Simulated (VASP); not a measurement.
# InSe (P6_3/mmc) in VASP: notebook

Runs on InSe. Level: PBEsol. Tasks: single point, relaxation of shape and atoms at fixed volume.

Program: VASP 6.6.1. These are calculated values, not measurements. Logs are shortened: lines on timing, memory, paths and dates and some standing lists are left out, and cuts for length are marked.

## (1) The cell of the first run

Symmetry: P6_3/mmc, No. 194, hexagonal system. Conventional cell: a = 4.020 Å, b = 4.020 Å, c = 17.185 Å, α = 90.00°, β = 90.00°, γ = 120.00°. In (site symmetry 3m) has 3 Se at 2.65 Å and 1 In at 2.78 Å within 3.5 Å. Within 3.5 Å of Se (site symmetry 3m) lie 3 In at 2.65 Å.

## (2) Single point, PBEsol

Contents of INCAR:

```
PREC = Accurate
ENCUT = 520
EDIFF = 1E-6
ISMEAR = 0
SIGMA = 0.01
LREAL = False
LASPH = True
NELM = 100
ALGO = Normal
ISIF = 2
LWAVE = False
LCHARG = True
GGA = PS
LELF = True
LVHAR = True
NBANDS = 48
```

Contents of KPOINTS:

```
regular mesh
0
Gamma
  5 5 2
```

Contents of POSCAR:

```
InSe
1.0
    4.0198410110      0.0000000000      0.0000000000
   -2.0099205055      3.4812844347      0.0000000000
    0.0000000000      0.0000000000     17.1849887161
In Se
4 4
Direct
    0.3333333333      0.6666666667      0.1690820072
    0.3333333333      0.6666666667      0.3309179928
    0.6666666667      0.3333333333      0.6690820072
    0.6666666667      0.3333333333      0.8309179928
    0.3333333333      0.6666666667      0.5950376549
    0.3333333333      0.6666666667      0.9049623451
    0.6666666667      0.3333333333      0.0950376549
    0.6666666667      0.3333333333      0.4049623451
```

Potentials or basis: VASP PAW PBE potentials, release 64 (In_d, Se).

On the command line:

```bash
$ cat potpaw_PBE.64/In_d/POTCAR potpaw_PBE.64/Se/POTCAR > POTCAR
$ mpirun -np 1 vasp_std > vasp.out
```

OUTCAR:

```text
PREC = Accurate
   ENCUT = 520
   EDIFF = 1E-6
   ISMEAR = 0
   LREAL = False
   LASPH = True
   NELM = 100
   ISIF = 2
   GGA = PS

 ion  position               nearest neighbor table
   1  0.333  0.667  0.169-   7 2.65   7 2.65   7 2.65   2 2.78
   2  0.333  0.667  0.331-   8 2.65   8 2.65   8 2.65   1 2.78
   3  0.667  0.333  0.669-   5 2.65   5 2.65   5 2.65   4 2.78
   4  0.667  0.333  0.831-   6 2.65   6 2.65   6 2.65   3 2.78
   5  0.333  0.667  0.595-   3 2.65   3 2.65   3 2.65
   6  0.333  0.667  0.905-   4 2.65   4 2.65   4 2.65
   7  0.667  0.333  0.095-   1 2.65   1 2.65   1 2.65
   8  0.667  0.333  0.405-   2 2.65   2 2.65   2 2.65

  LATTYP: Found a hexagonal cell.
 ALAT       =     4.0198410110
 C/A-ratio  =     4.2750418907

  Lattice vectors:

 A1 = (   4.0198410110,   0.0000000000,   0.0000000000)
 A2 = (  -2.0099205055,   3.4812844347,   0.0000000000)
 A3 = (   0.0000000000,   0.0000000000,  17.1849887161)

Analysis of symmetry for initial positions (statically):
=====================================================================
 Subroutine PRICEL returns:
 Original cell was already a primitive cell.

 Routine SETGRP: Setting up the symmetry group for a
 hexagonal supercell.

 Subroutine GETGRP returns: Found 24 space group operations
 (whereof 12 operations were pure point group operations)
 out of a pool of 24 trial point group operations.

The static configuration has the point symmetry D_3d.
 The point group associated with its full space group is D_6h.

Analysis of symmetry for dynamics (positions and initial velocities):
=====================================================================
 Subroutine PRICEL returns:
 Original cell was already a primitive cell.

 Routine SETGRP: Setting up the symmetry group for a
 hexagonal supercell.

 Subroutine GETGRP returns: Found 24 space group operations
 (whereof 12 operations were pure point group operations)
 out of a pool of 24 trial point group operations.

The dynamic configuration has the point symmetry D_3d.
 The point group associated with its full space group is D_6h.

 Subroutine INISYM returns: Found 24 space group operations
 (whereof 12 operations are pure point group operations),
 and found     1 'primitive' translations

----------------------------------------------------------------------------------------

                                     Primitive cell

  volume of cell :     240.4903

  direct lattice vectors                    reciprocal lattice vectors
     4.019841011  0.000000000  0.000000000     0.248766057  0.143625150  0.000000000
    -2.009920505  3.481284435  0.000000000     0.000000000  0.287250301  0.000000000
     0.000000000  0.000000000 17.184988716     0.000000000  0.000000000  0.058190320

  length of vectors
     4.019841011  4.019841011 17.184988716     0.287250301  0.287250301  0.058190320

  position of ions in fractional coordinates (direct lattice)
     0.333333333  0.666666667  0.169082007
     0.333333333  0.666666667  0.330917993
     0.666666667  0.333333333  0.669082007
     0.666666667  0.333333333  0.830917993
     0.333333333  0.666666667  0.595037655
     0.333333333  0.666666667  0.904962345
     0.666666667  0.333333333  0.095037655
     0.666666667  0.333333333  0.404962345

  ion indices of the primitive-cell ions
   primitive index   ion index
                 1           1
                 2           2
                 3           3
                 4           4
                 5           5
                 6           6
                 7           7
                 8           8

----------------------------------------------------------------------------------------

 KPOINTS: regular mesh

Automatic generation of k-mesh.
 Grid dimensions read from file:
 generate k-points for:    5    5    2

 Generating k-lattice:

  Cartesian coordinates                     Fractional coordinates (reciprocal lattice)
     0.049753211  0.028725030  0.000000000     0.200000000  0.000000000  0.000000000
     0.000000000  0.057450060  0.000000000     0.000000000  0.200000000  0.000000000
     0.000000000  0.000000000  0.029095160     0.000000000  0.000000000  0.500000000

  Length of vectors
     0.057450060  0.057450060  0.029095160

  Shift w.r.t. Gamma in fractional coordinates (k-lattice)
     0.000000000  0.000000000  0.000000000

 Subroutine IBZKPT returns following result:
 ===========================================

 Found     10 irreducible k-points:

 Following reciprocal coordinates:
            Coordinates               Weight
  0.000000  0.000000  0.000000      1.000000
  0.200000  0.000000  0.000000      6.000000
  0.400000  0.000000  0.000000      6.000000
  0.200000  0.200000  0.000000      6.000000
  0.400000  0.200000  0.000000      6.000000
  0.000000  0.000000  0.500000      1.000000
  0.200000  0.000000  0.500000      6.000000
  0.400000  0.000000  0.500000      6.000000
  0.200000  0.200000  0.500000      6.000000
  0.400000  0.200000  0.500000      6.000000
   k-points           NKPTS =     10   k-points in BZ     NKDIM =     10   number of bands    NBANDS=     48
   number of dos      NEDOS =    301   number of ions     NIONS =      8
   total plane-waves  NPLWV = 115200
   dimension x,y,z NGX =    30 NGY =   30 NGZ =  128
   dimension x,y,z NGXF=    60 NGYF=   60 NGZF=  256
   ions per type =               4   4
   NGX,Y,Z   is equivalent  to a cutoff of  12.41, 12.41, 12.38 a.u.
   NGXF,Y,Z  is equivalent  to a cutoff of  24.81, 24.81, 24.77 a.u.
 SYSTEM =  unknown system
   PREC   = accura    normal or accurate (medium, high low for compatibility)
   ISTART =      0    job   : 0-new  1-cont  2-samecut
   ICHARG =      2    charge: 1-file 2-atom 10-const
   ISPIN  =      1    spin polarized calculation?
   LNONCOLLINEAR =      F non collinear calculations
   LSORBIT =      F    spin-orbit coupling
   LASPH  =      T    aspherical Exc in radial PAW
   ENCUT  =  520.0 eV  38.22 Ry    6.18 a.u.   7.47  7.47 31.95*2*pi/ulx,y,z
   NELM   =    100;   NELMIN=  2; NELMDL= -5     # of ELM steps
   EDIFF  = 0.1E-05   stopping-criterion for ELM
   LREAL  =      F    real-space projection
   EDIFFG = 0.1E-04   stopping-criterion for IOM
   NSW    =      0    number of steps for IOM
   IBRION =     -1    ionic relax: 0-MD 1-quasi-New 2-CG
   NFREE  =      0    steps in history (QN), initial steepest desc. (CG)
   ISIF   =      2    stress and relaxation
   ISYM   =      2    0-nonsym 1-usesym 2-fastsym
   POTIM  = 0.5000    time-step for ionic-motion
   TEBEG  =    0.0;   TEEND  =   0.0 temperature during run
   PSTRESS=    0.0 pullay stress
   NELECT =      76.0000    total number of electrons
   NUPDOWN=      -1.0000    fix difference up-down
   EMIN   =  10.00;   EMAX   =-10.00  energy-range for DOS
   EFERMI =   0.00;   METHOD = LEGACY
   ISMEAR =     0;   SIGMA  =   0.01  broadening in eV -4-tet -1-fermi 0-gaus
   EFERMI_NEDOS =   21; number of points for ismear=-14 and -15
   IALGO  =     38    algorithm
   IMIX   =      4    mixing-type and parameters
     AMIX     =   0.40;   BMIX     =  1.00
     AMIX_MAG =   1.60;   BMIX_MAG =  1.00
  volume/ion in A,a.u.               =      30.06       202.86
  Fermi-wavevector in a.u.,A,eV,Ry     =   1.115099  2.107232 16.918111  1.243446
  Thomas-Fermi vector in A             =   2.251701
   LORBIT       =      0    0 simple, 1 ext, 2 COOP (PROOUT), +10 PAW based schemes
   GGA     = PS    functional components
   LHFCALC =     F    Hartree Fock is set to
   AEXX    =    0.0000 exact exchange contribution
   IVDW    =     0    specifies the selected vdW correction
   LEPSILON=     F    determine dielectric tensor
   LRPA    =     F    only Hartree local field effects (RPA)
 non-spin polarized calculation
 Gauss-broadening in eV      SIGMA  =   0.01
  energy-cutoff  :      520.00
  volume of cell :      240.49
 maximum number of plane-waves:      6511
 NGX is ok and might be reduce to    30
   NGX = 15   NGY = 15   NGZ = 63

 number of electron      75.9999992 magnetization

 Free energy of the ion-electron system (eV)
  ---------------------------------------------------
  ext. energy  EPLUGINS =         0.00000000
  ---------------------------------------------------
  free energy    TOTEN  =       -31.15152613 eV

  energy without entropy =      -31.15152613  energy(sigma->0) =      -31.15152613

 E-fermi :   3.6727     XC(G=0):  -8.9414

 val. band max:        3.6210219905   @ k =   0.0000   0.0000   0.0000
 cond. band min:       4.0534479343   @ k =   0.0000   0.0000   0.0000
 fundamental gap:      0.4324259438
 Fermi energy:         3.6727224659

 k-point     1 :       0.0000    0.0000    0.0000
  band No.  band energies     occupation
      1     -11.0356      2.00000
      2     -11.0353      2.00000
      3     -10.8388      2.00000
      4     -10.8388      2.00000
      5     -10.8386      2.00000
      6     -10.8386      2.00000
[... 40 lines left out ...]
     47       8.9573      0.00000
     48       9.1109      0.00000

 k-point     2 :       0.2000    0.0000    0.0000
  band No.  band energies     occupation
      1     -11.0483      2.00000
      2     -11.0465      2.00000
      3     -10.9472      2.00000
      4     -10.9405      2.00000
      5     -10.8971      2.00000
      6     -10.8877      2.00000
[... 40 lines left out ...]
     47       8.2430      0.00000
     48       8.3116      0.00000

 k-point     3 :       0.4000    0.0000    0.0000
  band No.  band energies     occupation
      1     -11.1477      2.00000
      2     -11.1430      2.00000
      3     -11.0420      2.00000
      4     -11.0352      2.00000
      5     -10.9732      2.00000
      6     -10.9714      2.00000
[... 346 lines left out ...]
     47       8.3819      0.00000
     48       8.3819      0.00000

 k-point    10 :       0.4000    0.2000    0.5000
  band No.  band energies     occupation
      1     -11.1623      2.00000
      2     -11.1623      2.00000
      3     -11.0636      2.00000
      4     -11.0636      2.00000
      5     -10.9706      2.00000
      6     -10.9706      2.00000
[... 40 lines left out ...]
     47       8.4472      0.00000
     48       8.4472      0.00000

------------------------ aborting loop because EDIFF is reached ----------------------------------------

  FORCE on cell =-STRESS in cart. coord.  units (eV):
  Direction    XX          YY          ZZ          XY          YZ          ZX
  --------------------------------------------------------------------------------------
  -------------------------------------------------------------------------------------
  Total       -0.2655159     -0.2655159     -0.2893808      0.0000000     -0.0000000      0.0000000
  in kB       -1.7689006     -1.7689006     -1.9278916      0.0000000     -0.0000000      0.0000000
  external PRESSURE =      -1.8218976 kB  Pullay stress =       0.0000000 kB

 VOLUME and BASIS-vectors are now :
 -----------------------------------------------------------------------------
  energy-cutoff  :      520.00
  volume of cell :      240.49
      direct lattice vectors                 reciprocal lattice vectors
     4.019841011  0.000000000  0.000000000     0.248766057  0.143625150  0.000000000
    -2.009920505  3.481284435  0.000000000     0.000000000  0.287250301  0.000000000
     0.000000000  0.000000000 17.184988716     0.000000000  0.000000000  0.058190320

 POSITION                                       TOTAL-FORCE (eV/Angst)
 -----------------------------------------------------------------------------------
     -0.00000      2.32086      2.90567         0.000000     -0.000000      0.020437
     -0.00000      2.32086      5.68682        -0.000000     -0.000000     -0.020437
      2.00992      1.16043     11.49817         0.000000     -0.000000      0.020437
      2.00992      1.16043     14.27932        -0.000000      0.000000     -0.020437
     -0.00000      2.32086     10.22572        -0.000000      0.000000     -0.021590
     -0.00000      2.32086     15.55177         0.000000     -0.000000      0.021590
      2.00992      1.16043      1.63322        -0.000000      0.000000     -0.021590
      2.00992      1.16043      6.95927         0.000000      0.000000      0.021590
 -----------------------------------------------------------------------------------
    total drift:                               -0.000000      0.000000      0.000000

  FREE ENERGIE OF THE ION-ELECTRON SYSTEM (eV)
  ---------------------------------------------------
  free  energy   TOTEN  =       -31.1515261267 eV

  energy  without entropy=      -31.1515261267  energy(sigma->0) =      -31.15152613
```

Run time: 90 s. Hardware: 1 thread of Intel Xeon Platinum 8488C (Sapphire Rapids), shared host; peak memory 0.36 GiB.

Results:

- Free energy: -31.1515 eV
- Pressure: -0.2 GPa
- Largest force: 0.022 eV/Å
- Band gap on the k mesh: 0.43 eV

Forces in eV/Å, atoms in the order of the input:
```
In   0.000  0.000  0.020
In   0.000  0.000 -0.020
In   0.000  0.000  0.020
In   0.000  0.000 -0.020
Se   0.000  0.000 -0.022
Se   0.000  0.000  0.022
Se   0.000  0.000 -0.022
Se   0.000  0.000  0.022
```

Levels at points of the mesh, in eV from the valence-band top:
```csv
k point,band 34,band 35,band 36,band 37,band 38,band 39,band 40,band 41,band 42,band 43
"(0.00, 0.00, 0.00)",-1.12,-1.12,-1.04,-1.04,0.00,0.43,1.59,2.08,2.08,4.28
"(0.00, 0.00, 0.50)",-1.07,-1.07,-1.07,-0.82,-0.82,1.17,1.17,2.09,2.09,4.33
```

Caveat: semilocal functionals underestimate gaps, and a narrow one can read as zero; the PAW data sets were made with another functional, which shifts forces and pressure a little; spin-orbit coupling is left out, which moves the levels of the heavy elements; this functional lacks dispersion, which binds layers or chains, so the pressure and a relaxed spacing across them are unreliable.

## (3) Relaxation of shape and atoms at fixed volume, PBEsol

Contents of INCAR:

```
  ALGO = Normal
  EDIFF = 1E-7
  EDIFFG = -0.01
  ENCUT = 600
  GGA = PS
  IBRION = 2
  ISIF = 4
  ISMEAR = 0
  LASPH = True
  LCHARG = False
  LREAL = False
  LWAVE = False
  NELM = 60
  NSW = 50
  PREC = Accurate
  SIGMA = 0.01
```

Contents of KPOINTS:

```
k-points
0
Gamma
  5 5 2
```

Contents of POSCAR:

```
InSe
1.0
    4.0500000000      0.0000000000      0.0000000000
   -2.0250000000      3.5074028853      0.0000000000
    0.0000000000      0.0000000000     16.9300000000
In Se
4 4
Direct
    0.3333333333      0.6666666667      0.1570000000
    0.3333333333      0.6666666667      0.3430000000
    0.6666666667      0.3333333333      0.6570000000
    0.6666666667      0.3333333333      0.8430000000
    0.3333333333      0.6666666667      0.6020000000
    0.3333333333      0.6666666667      0.8980000000
    0.6666666667      0.3333333333      0.1020000000
    0.6666666667      0.3333333333      0.3980000000
```

Potentials or basis: VASP PAW PBE potentials, release 64 (In_d, Se).

On the command line:

```bash
$ cat potpaw_PBE.64/In_d/POTCAR potpaw_PBE.64/Se/POTCAR > POTCAR
$ mpirun -np 1 vasp_std > vasp.out
```

Run time: 18 min. Hardware: 1 thread of Intel Xeon Platinum 8488C (Sapphire Rapids), shared host; peak memory 0.45 GiB.

The run converged. Its results:

- Free energy: -31.1528 eV
- Energy gained by relaxing: 207.9 meV/atom
- Ionic steps: 15
- Pressure after relaxing: -0.2 GPa
- Largest force after relaxing: 0.007 eV/Å
- Band gap on the k mesh: 0.43 eV

Forces on the atoms (eV/Å):
```
In   0.000  0.000  0.007
In   0.000  0.000 -0.007
In   0.000  0.000  0.007
In   0.000  0.000 -0.007
Se   0.000  0.000 -0.002
Se   0.000  0.000  0.002
Se   0.000  0.000 -0.002
Se   0.000  0.000  0.002
```

The path:
```
step  energy change (eV)  largest force (eV/Å)  pressure (GPa)  volume (Å³)
   1              0.0000                2.7402            5.23       240.49
   2             -1.4476                0.5471            0.66       240.49
   3             -1.4517                0.4716            0.50       240.49
   4             -1.5667                0.2660           -0.01       240.49
   5             -1.6433                0.0822           -0.91       240.49
   6             -1.6442                0.1409           -1.05       240.49
   7             -1.6442                0.1265           -1.01       240.49
   8             -1.6502                0.1239           -0.79       240.49
   9             -1.6503                0.1006           -0.82       240.49
  10             -1.6534                0.0863           -0.75       240.49
  11             -1.6602                0.0420           -0.55       240.49
  12             -1.6616                0.0576           -0.12       240.49
  13             -1.6630                0.0268           -0.30       240.49
  14             -1.6632                0.0178           -0.19       240.49
  15             -1.6632                0.0073           -0.23       240.49
```

Final structure:
```
In Se
1.0
     4.02039    0.00000    0.00000
    -2.01020    3.48176    0.00000
     0.00000    0.00000   17.18028
In Se
4 4
Direct
  0.33333 0.66667 0.16904
  0.33333 0.66667 0.33096
  0.66667 0.33333 0.66904
  0.66667 0.33333 0.83096
  0.33333 0.66667 0.59482
  0.33333 0.66667 0.90518
  0.66667 0.33333 0.09482
  0.66667 0.33333 0.40518
```

Levels at points of the mesh, in eV from the valence-band top:
```csv
k point,band 36,band 37,band 38,band 39,band 40,band 41
"(0.00, 0.00, 0.00)",-1.04,-1.04,0.00,0.43,1.59,2.09
"(0.00, 0.00, 0.50)",-1.07,-0.82,-0.82,1.17,1.17,2.09
```

Caveat: semilocal functionals underestimate gaps, and a narrow one can read as zero; the PAW data sets were made with another functional, which shifts forces and pressure a little; spin-orbit coupling is left out, which moves the levels of the heavy elements; this functional lacks dispersion, which binds layers or chains, so the pressure and a relaxed spacing across them are unreliable.
